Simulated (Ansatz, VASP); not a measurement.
One calculation of CaSe, two programs

File POSCAR:

```
CaSe
1.0
    3.6347849189      0.0000000000      0.0000000000
    0.0000000000      3.6347849189      0.0000000000
    0.0000000000      0.0000000000      3.6347849189
Ca Se
1 1
Direct
    0.0000000000      0.0000000000      0.0000000000
    0.5000000000      0.5000000000      0.5000000000
```

Contents of INCAR.step1:

```
  PREC = Accurate
  ENCUT = 520
  ISMEAR = 0
  SIGMA = 0.01
  LREAL = F
  LASPH = T
  NELM = 60
  NBANDS = 15
  GGA = PE
  ALGO = Normal
  EDIFF = 1E-4
  LWAVE = T
  LCHARG = F
```

Contents of INCAR.step2:

```
  PREC = Accurate
  ENCUT = 520
  EDIFF = 1E-6
  ISMEAR = 0
  SIGMA = 0.01
  LREAL = F
  LASPH = T
  NELM = 60
  ALGO = Normal
  ISIF = 2
  LWAVE = F
  LCHARG = F
  METAGGA = R2SCAN
  LMIXTAU = T
  NBANDS = 15
  ISTART = 1
```

The input KPOINTS:

```
Automatic mesh
0
Gamma
  6 6 6
```

Input for Ansatz:

```yaml
crystal:
  lattice:
    - [3.6347849189, 0.0, 0.0]
    - [0.0, 3.6347849189, 0.0]
    - [0.0, 0.0, 3.6347849189]
  atoms:
    - { symbol: Ca, position: [0.0, 0.0, 0.0] }
    - { symbol: Se, position: [0.5, 0.5, 0.5] }
kpoints:
  mp_grid: { grid: [6, 6, 6] }
hamiltonian:
  xc: r2scan
scf:
  occupations: { method: fixed }
  n_extra_bands: 4
output:
  forces: true
  stress: true
  eigenvalues: true
```

Alike in both runs: task single point; functional r2SCAN; k mesh 6 × 6 × 6; no spin polarisation.

|  | VASP | Ansatz |
| --- | --- | --- |
| version | VASP 6.6.1 | Ansatz 0.2.0 |
| potentials or method | VASP PAW PBE potentials, release 64 (Ca_sv, Se) | plane waves, PAW |
| plane-wave cutoff (eV) | 520 | 500 |
| occupations | gaussian, width 0.01 eV | fixed |
| valence electrons in the cell | 16 | 26 |

```tsv
	VASP	Ansatz	Ansatz less VASP
gap on the k mesh at the Fermi level (eV)	1.24	1.23	-0.008
pressure (GPa)	0.2	0.0	-0.23
```

VASP's potentials were made for PBE, not for r2SCAN. VASP's potentials hold 16 valence electrons a cell and Ansatz's 26, so a difference there can come from the potentials and not from the codes.
